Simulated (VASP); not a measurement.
# MoS2 (C2/m) in VASP: notebook

Runs on MoS2. Level: PBEsol+D3(BJ). Tasks: single point.

All numbers are computed with VASP 6.6.1; they aren't measurements. Logs are shortened: lines on timing, memory, paths and dates and some standing lists are left out, and cuts for length are marked.

## Step 1: The cell of the first run

Symmetry: C2/m, No. 12, monoclinic system. The conventional cell has a = 5.334 Å, b = 3.080 Å, c = 17.869 Å, α = 90.00°, β = 96.86°, γ = 90.00°. Within 3.2 Å of Mo (site symmetry m) lie 6 S at 2.40 Å and 6 Mo at 3.08 Å. Mo (site symmetry 2/m) has 6 S at 2.40 Å and 6 Mo at 3.08 Å within 3.2 Å. Within 3.3 Å of S (site symmetry m) lie 3 Mo at 2.40 Å and 7 S at 3.08 to 3.25 Å. Within 3.2 Å of S (site symmetry m) lie 3 Mo at 2.40 Å and 9 S at 3.08 to 3.13 Å. S (site symmetry m) has 3 Mo at 2.40 Å and 9 S at 3.08 to 3.13 Å within 3.2 Å.

## Step 2: Single point, PBEsol+D3(BJ)

Contents of INCAR:

```
SYSTEM = MoS2
PREC = Accurate ; ENCUT = 520
EDIFF = 1E-7 ; ISMEAR = 0
SIGMA = 0.15 ; LREAL = .False.
LASPH = .True. ; NELM = 60
ALGO = Fast ; ISIF = 2
LWAVE = .False. ; LCHARG = .True.
GGA = PS ; IVDW = 12
LELF = .True. ; LVHAR = .True.
NBANDS = 49
```

Contents of KPOINTS:

```
Automatic mesh
0
Gamma
  14 14 3
  0 0 0
```

Contents of POSCAR:

```
MoS2
1.0
   -3.0798097231      0.0000000000      0.0000000000
   -1.5399048616     -2.6671934590      0.0000000000
   -1.8478858339     -1.0668773836     17.7411508765
Mo S
3 6
Direct
    0.6013282800      0.6013282800      0.1633459667
    0.6732557853     -0.3267442147      0.8168605366
    0.1372920327      0.1372920327      0.4901032517
    0.3036284349      0.3036284349      0.9075955793
    0.7676646822     -0.2323353178      0.5808382944
    0.2317009295      0.2317009295      0.2540810095
    0.5069193831      0.5069193831      0.3993682090
    0.9709556304     -0.0290443696      0.0726109240
    0.0428831358      0.0428831358      0.7261254939
```

Potentials or basis: VASP PAW PBE potentials, release 64 (Mo_sv, S).

On the command line:

```sh
$ cat potpaw_PBE.64/Mo_sv/POTCAR potpaw_PBE.64/S/POTCAR > POTCAR
$ mpirun -np 1 vasp_std > vasp.out
```

OUTCAR:

```text
SYSTEM = MoS2
   PREC = Accurate
   ENCUT = 520
   EDIFF = 1E-7
   ISMEAR = 0
   LREAL = .False.
   LASPH = .True.
   NELM = 60
   ISIF = 2
   GGA = PS
   IVDW = 12
 IVDW          = 12

 ion  position               nearest neighbor table
   1  0.601  0.601  0.163-   8 2.40   8 2.40   8 2.40   6 2.40   6 2.40   6 2.40
   2  0.673  0.673  0.817-   9 2.40   9 2.40   4 2.40   4 2.40   4 2.40   9 2.40
   3  0.137  0.137  0.490-   5 2.40   5 2.40   7 2.40   7 2.40   7 2.40   5 2.40
   4  0.304  0.304  0.908-   2 2.40   2 2.40   2 2.40
   5  0.768  0.768  0.581-   3 2.40   3 2.40   3 2.40
   6  0.232  0.232  0.254-   1 2.40   1 2.40   1 2.40
   7  0.507  0.507  0.399-   3 2.40   3 2.40   3 2.40
   8  0.971  0.971  0.073-   1 2.40   1 2.40   1 2.40
   9  0.043  0.043  0.726-   2 2.40   2 2.40   2 2.40

  LATTYP: Found a base centered monoclinic cell.
 ALAT       =     5.3343869181
 B/A-ratio  =     0.5773502692
 C/A-ratio  =     3.3497767204
 COS(beta)  =    -0.1194109439

  Lattice vectors:

 A1 = (   3.0798097231,   0.0000000000,   0.0000000000)
 A2 = (   1.5399048616,   2.6671934590,   0.0000000000)
 A3 = (  -1.8478858339,  -1.0668773836,  17.7411508765)

Analysis of symmetry for initial positions (statically):
=====================================================================
 Subroutine PRICEL returns:
 Original cell was already a primitive cell.

 Routine SETGRP: Setting up the symmetry group for a
 base centered monoclinic supercell.

 Subroutine GETGRP returns: Found  4 space group operations
 (whereof  2 operations were pure point group operations)
 out of a pool of  4 trial point group operations.

The static configuration has the point symmetry C_1h.
 The point group associated with its full space group is C_2h.

Analysis of symmetry for dynamics (positions and initial velocities):
=====================================================================
 Subroutine PRICEL returns:
 Original cell was already a primitive cell.

 Routine SETGRP: Setting up the symmetry group for a
 base centered monoclinic supercell.

 Subroutine GETGRP returns: Found  4 space group operations
 (whereof  2 operations were pure point group operations)
 out of a pool of  4 trial point group operations.

The dynamic configuration has the point symmetry C_1h.
 The point group associated with its full space group is C_2h.

 Subroutine INISYM returns: Found  4 space group operations
 (whereof  2 operations are pure point group operations),
 and found     1 'primitive' translations
[... 116 lines left out ...]
   ISYM   =      2    0-nonsym 1-usesym 2-fastsym
   POTIM  = 0.5000    time-step for ionic-motion
   TEBEG  =    0.0;   TEEND  =   0.0 temperature during run
   PSTRESS=    0.0 pullay stress
   NELECT =      78.0000    total number of electrons
   NUPDOWN=      -1.0000    fix difference up-down
   EMIN   =  10.00;   EMAX   =-10.00  energy-range for DOS
   EFERMI =   0.00;   METHOD = LEGACY
   ISMEAR =     0;   SIGMA  =   0.15  broadening in eV -4-tet -1-fermi 0-gaus
   EFERMI_NEDOS =   21; number of points for ismear=-14 and -15
   IALGO  =     68    algorithm
   IMIX   =      4    mixing-type and parameters
     AMIX     =   0.40;   BMIX     =  1.00
     AMIX_MAG =   1.60;   BMIX_MAG =  1.00
  volume/ion in A,a.u.               =      16.19       109.27
  Fermi-wavevector in a.u.,A,eV,Ry     =   1.329188  2.511800 24.037955  1.766740
  Thomas-Fermi vector in A             =   2.458369
   LORBIT       =      0    0 simple, 1 ext, 2 COOP (PROOUT), +10 PAW based schemes
   GGA     = PS    functional components
   LHFCALC =     F    Hartree Fock is set to
   AEXX    =    0.0000 exact exchange contribution
   IVDW    =    12    specifies the selected vdW correction
   LEPSILON=     F    determine dielectric tensor
   LRPA    =     F    only Hartree local field effects (RPA)
 non-spin polarized calculation
 RMM-DIIS sequential band-by-band and
 Gauss-broadening in eV      SIGMA  =   0.15
  energy-cutoff  :      520.00
  volume of cell :      145.73
 maximum number of plane-waves:      3964
   NGX = 11   NGY = 11   NGZ = 67

 number of electron      78.0000000 magnetization

 Free energy of the ion-electron system (eV)
  ---------------------------------------------------
  ext. energy  EPLUGINS =         0.00000000
  ---------------------------------------------------
  free energy    TOTEN  =       -67.79850820 eV

  energy without entropy =      -67.77559925  energy(sigma->0) =      -67.78705372

 E-fermi :   8.8757     XC(G=0): -11.6125

 val. band max:        8.8712385947   @ k =  -0.2143   0.2143   0.3333
 cond. band min:       8.8937113776   @ k =  -0.4286   0.2857  -0.0000
 fundamental gap:      0.0224727829
 Fermi energy:         8.8756802602

 k-point     1 :       0.0000    0.0000    0.0000
  band No.  band energies     occupation
      1     -52.6620      2.00000
      2     -52.6620      2.00000
      3     -52.6085      2.00000
      4     -26.8412      2.00000
      5     -26.8411      2.00000
      6     -26.7896      2.00000
[... 1237 lines left out ...]
     48      11.7963      0.00000
     49      12.2036      0.00000

 [... further k-points ...]

------------------------ aborting loop because EDIFF is reached ----------------------------------------

 Edisp (eV)   -3.65503

 E8    (eV) :    -2.2961

  FORCE on cell =-STRESS in cart. coord.  units (eV):
  Direction    XX          YY          ZZ          XY          YZ          ZX
  --------------------------------------------------------------------------------------
  -------------------------------------------------------------------------------------
  Total       0.22540     0.12570    -0.49489     0.08634     0.09984     0.17293
  in kB       2.47800     1.38190    -5.44071     0.94925     1.09765     1.90119
  external pressure =       -0.53 kB  Pullay stress =        0.00 kB

 VOLUME and BASIS-vectors are now :
 -----------------------------------------------------------------------------
  energy-cutoff  :      520.00
  volume of cell :      145.73
      direct lattice vectors                 reciprocal lattice vectors
    -3.079809723  0.000000000  0.000000000    -0.324695384  0.187462967 -0.022546452
    -1.539904862 -2.667193459  0.000000000     0.000000000 -0.374925934 -0.022546452
    -1.847885834 -1.066877384 17.741150877     0.000000000  0.000000000  0.056366129

 POSITION                                       TOTAL-FORCE (eV/Angst)
 -----------------------------------------------------------------------------------
     -3.07981     -1.77813      2.89795         0.017027      0.009830     -0.176696
     -4.61971     -2.66719     14.49205        -0.017027     -0.009830      0.176696
     -1.53990     -0.88906      8.69500        -0.000000      0.000000      0.000000
     -3.07981     -1.77813     16.10179        -0.030520     -0.017621     -0.000037
     -4.61971     -2.66719     10.30474        -0.000551     -0.000318      0.010999
     -1.53990     -0.88906      4.50769        -0.002163     -0.001249      0.070051
     -3.07981     -1.77813      7.08525         0.000551      0.000318     -0.010999
     -4.61971     -2.66719      1.28820         0.030520      0.017621      0.000037
     -1.53990     -0.88906     12.88230         0.002163      0.001249     -0.070051
 -----------------------------------------------------------------------------------
    total drift:                               -0.000003     -0.000002     -0.000042

  FREE ENERGIE OF THE ION-ELECTRON SYSTEM (eV)
  ---------------------------------------------------
  free  energy   TOTEN  =       -71.4535396835 eV

  energy  without entropy=      -71.4306307332  energy(sigma->0) =      -71.44208521
```

OSZICAR:

```text
N       E                     dE             d eps       ncg     rms          rms(c)
DAV:   1     0.713484211232E+03    0.71348E+03   -0.43877E+04 17124   0.153E+03
DAV:   2    -0.302036271302E+02   -0.74369E+03   -0.71887E+03 18884   0.402E+02
DAV:   3    -0.709560181332E+02   -0.40752E+02   -0.39416E+02 19820   0.841E+01
[... 11 lines left out ...]
RMM:  15    -0.677985031575E+02    0.13274E-04   -0.14707E-04 19498   0.455E-02    0.105E-02
RMM:  16    -0.677985078500E+02   -0.46925E-05   -0.53585E-05 21864   0.189E-02    0.644E-03
RMM:  17    -0.677985080774E+02   -0.22737E-06   -0.68747E-06 20103   0.792E-03    0.918E-04
RMM:  18    -0.677985081833E+02   -0.10597E-06   -0.16877E-06 19024   0.374E-03    0.115E-03
RMM:  19    -0.677985081982E+02   -0.14829E-07   -0.22591E-07 13586   0.137E-03
   1 F= -.71453540E+02 E0= -.71442085E+02  d E =-.229090E-01
```

Run time: 17 min. Hardware: 1 thread of Oxide Virtual Turin-like, shared host; peak memory 0.84 GiB.

Results:

```yaml
Free_energy: -71.4535 eV
Pressure: -0.1 GPa
Largest_force: 0.178 eV/Å
Band_gap_on_the_k_mesh: zero (bands 39 and 40 overlap by 0.58 eV)
Dispersion_energy_per_atom: -0.406 eV
```

Forces on the atoms (eV/Å):
```
Mo   0.017  0.010 -0.177
Mo  -0.017 -0.010  0.177
Mo   0.000  0.000  0.000
S   -0.031 -0.018  0.000
S   -0.001  0.000  0.011
S   -0.002 -0.001  0.070
S    0.001  0.000 -0.011
S    0.031  0.018  0.000
S    0.002  0.001 -0.070
```

Stress tensor (GPa, compression positive):
```
 0.25  0.09  0.19
 0.09  0.14  0.11
 0.19  0.11 -0.54
```

Caveat: the PAW data sets were made with another functional, which shifts forces and pressure a little.

## Step 3: Single point, PBEsol+D3(BJ)

This run uses another cell than the first one, of 16.60 Å³/atom.

Contents of INCAR:

```
SYSTEM = MoS2
ALGO = Fast ; EDIFF = 1E-7
ENCUT = 520 ; GGA = PS
ISIF = 2 ; ISMEAR = 0
IVDW = 12 ; LASPH = .TRUE.
LCHARG = .FALSE. ; LREAL = .FALSE.
LWAVE = .FALSE. ; NBANDS = 49
NELM = 80 ; PREC = Accurate
SIGMA = 0.15
```

Contents of KPOINTS:

```
k-points
0
G
  14 14 3
  0 0 0
```

Contents of POSCAR:

```
MoS2
1.0
   -3.0798097231      0.0000000000      0.0000000000
   -1.5399048616     -2.6671934590      0.0000000000
   -2.7718287508     -1.6003160754     18.1911508765
Mo S
3 6
Direct
    0.5710835298      0.5710835298      0.1593052282
    0.5220078337     -0.4779921663      0.7966536105
    0.0465456817      0.0465456817      0.4779794193
    0.1355801988      0.1355801988      0.8851441131
    0.6601180469     -0.3398819531      0.5664699219
    0.1846558949      0.1846558949      0.2477957307
    0.4329733166      0.4329733166      0.3894889168
    0.9575111646     -0.0424888354      0.0708147256
   -0.0915645315     -0.0915645315      0.7081631080
```

Potentials or basis: VASP PAW PBE potentials, release 64 (Mo_sv, S).

On the command line:

```sh
$ cat potpaw_PBE.64/Mo_sv/POTCAR potpaw_PBE.64/S/POTCAR > POTCAR
$ mpirun -np 1 vasp_std > vasp.out
```

OUTCAR:

```text
SYSTEM = MoS2
   EDIFF = 1E-7
   ENCUT = 520
   GGA = PS
   ISIF = 2
   ISMEAR = 0
   IVDW = 12
   LASPH = .TRUE.
   LREAL = .FALSE.
   NELM = 80
   PREC = Accurate
 IVDW          = 12

 ion  position               nearest neighbor table
   1  0.571  0.571  0.159-   6 2.40   6 2.40   6 2.40   8 2.40   8 2.40   8 2.40
   2  0.522  0.522  0.797-   9 2.40   9 2.40   9 2.40   4 2.40   4 2.40   4 2.40
   3  0.047  0.047  0.478-   7 2.40   7 2.40   7 2.40   5 2.40   5 2.40   5 2.40
   4  0.136  0.136  0.885-   2 2.40   2 2.40   2 2.40
   5  0.660  0.660  0.566-   3 2.40   3 2.40   3 2.40
   6  0.185  0.185  0.248-   1 2.40   1 2.40   1 2.40
   7  0.433  0.433  0.389-   3 2.40   3 2.40   3 2.40
   8  0.958  0.958  0.071-   1 2.40   1 2.40   1 2.40
   9  0.908  0.908  0.708-   2 2.40   2 2.40   2 2.40

  LATTYP: Found a base centered monoclinic cell.
 ALAT       =     5.3343869181
 B/A-ratio  =     0.5773502692
 C/A-ratio  =     3.4335462412
 COS(beta)  =    -0.1164976301

  Lattice vectors:

 A1 = (  -3.0798097231,   0.0000000000,   0.0000000000)
[... 201 lines left out ...]
 k-point     1 :       0.0000    0.0000    0.0000
  band No.  band energies     occupation
      1     -53.0123      2.00000
      2     -53.0123      2.00000
      3     -52.9580      2.00000
      4     -27.1909      2.00000
      5     -27.1909      2.00000
      6     -27.1391      2.00000
[... 1237 lines left out ...]
     48      11.4323      0.00000
     49      12.1107      0.00000

 [... further k-points ...]

------------------------ aborting loop because EDIFF is reached ----------------------------------------

 Edisp (eV)   -3.56722

 E8    (eV) :    -2.2407

  FORCE on cell =-STRESS in cart. coord.  units (eV):
  Direction    XX          YY          ZZ          XY          YZ          ZX
  --------------------------------------------------------------------------------------
  -------------------------------------------------------------------------------------
  Total      -0.02110    -0.04927    -0.24710     0.02439     0.05484     0.09499
  in kB      -0.22628    -0.52826    -2.64940     0.26153     0.58800     1.01845
  external pressure =       -1.13 kB  Pullay stress =        0.00 kB

 VOLUME and BASIS-vectors are now :
 -----------------------------------------------------------------------------
  energy-cutoff  :      520.00
  volume of cell :      149.43
      direct lattice vectors                 reciprocal lattice vectors
    -3.079809723  0.000000000  0.000000000    -0.324695384  0.187462967 -0.032983070
    -1.539904862 -2.667193459  0.000000000     0.000000000 -0.374925934 -0.032983070
    -2.771828751 -1.600316075 18.191150877     0.000000000  0.000000000  0.054971783

 POSITION                                       TOTAL-FORCE (eV/Angst)
 -----------------------------------------------------------------------------------
     -3.07981     -1.77813      2.89795         0.010736      0.006199     -0.119538
     -4.61971     -2.66719     14.49205        -0.010736     -0.006199      0.119538
     -1.53990     -0.88906      8.69500         0.000000      0.000000     -0.000000
     -3.07981     -1.77813     16.10179        -0.010785     -0.006227      0.048364
     -4.61971     -2.66719     10.30474        -0.000288     -0.000166      0.017975
     -1.53990     -0.88906      4.50769        -0.001195     -0.000690      0.082904
     -3.07981     -1.77813      7.08525         0.000288      0.000166     -0.017975
     -4.61971     -2.66719      1.28820         0.010785      0.006227     -0.048364
     -6.15962     -3.55626     12.88230         0.001195      0.000690     -0.082904
 -----------------------------------------------------------------------------------
    total drift:                                0.000028      0.000016      0.000008

  FREE ENERGIE OF THE ION-ELECTRON SYSTEM (eV)
  ---------------------------------------------------
  free  energy   TOTEN  =       -71.3540265919 eV

  energy  without entropy=      -71.3324302227  energy(sigma->0) =      -71.34322841
```

OSZICAR:

```text
N       E                     dE             d eps       ncg     rms          rms(c)
DAV:   1     0.711493267727E+03    0.71149E+03   -0.43816E+04 17156   0.153E+03
DAV:   2    -0.305270608152E+02   -0.74202E+03   -0.71799E+03 18919   0.400E+02
DAV:   3    -0.709206594802E+02   -0.40394E+02   -0.39068E+02 19714   0.836E+01
[... 11 lines left out ...]
RMM:  15    -0.677868055519E+02    0.16776E-04   -0.13880E-04 19626   0.437E-02    0.137E-02
RMM:  16    -0.677868096891E+02   -0.41372E-05   -0.49189E-05 21743   0.188E-02    0.841E-03
RMM:  17    -0.677868100249E+02   -0.33585E-06   -0.75903E-06 20036   0.840E-03    0.182E-03
RMM:  18    -0.677868101721E+02   -0.14717E-06   -0.21904E-06 19590   0.400E-03    0.100E-03
RMM:  19    -0.677868102031E+02   -0.30937E-07   -0.32311E-07 13869   0.149E-03
   1 F= -.71354027E+02 E0= -.71343228E+02  d E =-.215964E-01
```

stdout:

```text
POSCAR found type information on POSCAR MoS
 POSCAR found :  2 types and       9 ions
 scaLAPACK will be used
 -----------------------------------------------------------------------------
|                                                                             |
|                                                                             |
|     You enforced a specific xc type in the INCAR file but a different       |
|     I HOPE YOU KNOW WHAT YOU ARE DOING!                                     |
|                                                                             |
 -----------------------------------------------------------------------------

 LDA part: xc-table for (Slater+PW92), standard interpolation
 POSCAR, INCAR and KPOINTS ok, starting setup
 FFT: planning ... GRIDC
 FFT: planning ... GRID_SOFT
 FFT: planning ... GRID
 WAVECAR not read
 entering main loop
```

Run time: 18 min. Hardware: 1 thread of Oxide Virtual Turin-like, shared host; peak memory 0.85 GiB.

Results:

- Free energy: -71.3540 eV
- Pressure: -0.1 GPa
- Largest force: 0.120 eV/Å
- Band gap on the k mesh: zero (bands 39 and 40 overlap by 0.50 eV)
- Dispersion energy per atom: -0.396 eV

Forces in eV/Å, atoms in the order of the input:
```
Mo   0.011  0.006 -0.120
Mo  -0.011 -0.006  0.120
Mo   0.000  0.000  0.000
S   -0.011 -0.006  0.048
S    0.000  0.000  0.018
S   -0.001 -0.001  0.083
S    0.000  0.000 -0.018
S    0.011  0.006 -0.048
S    0.001  0.001 -0.083
```

Levels at points of the mesh, in eV from the Fermi level:
```csv
k point,band 35,band 36,band 37,band 38,band 39,band 40,band 41,band 42,band 43,band 44
"(0.00, 0.00, 0.00)",-0.76,-0.71,-0.71,-0.43,-0.14,0.05,0.05,0.18,0.18,0.26
"(0.50, 0.00, 0.00)",-2.16,-2.14,-1.60,-1.36,-1.18,1.61,1.61,1.66,1.99,1.99
"(0.50, 0.50, 0.00)",-2.23,-2.16,-1.60,-1.35,-1.18,1.61,1.61,1.66,1.99,2.01
```

Caveat: the PAW data sets were made with another functional, which shifts forces and pressure a little.

(Part 1 of 2 ends here.)
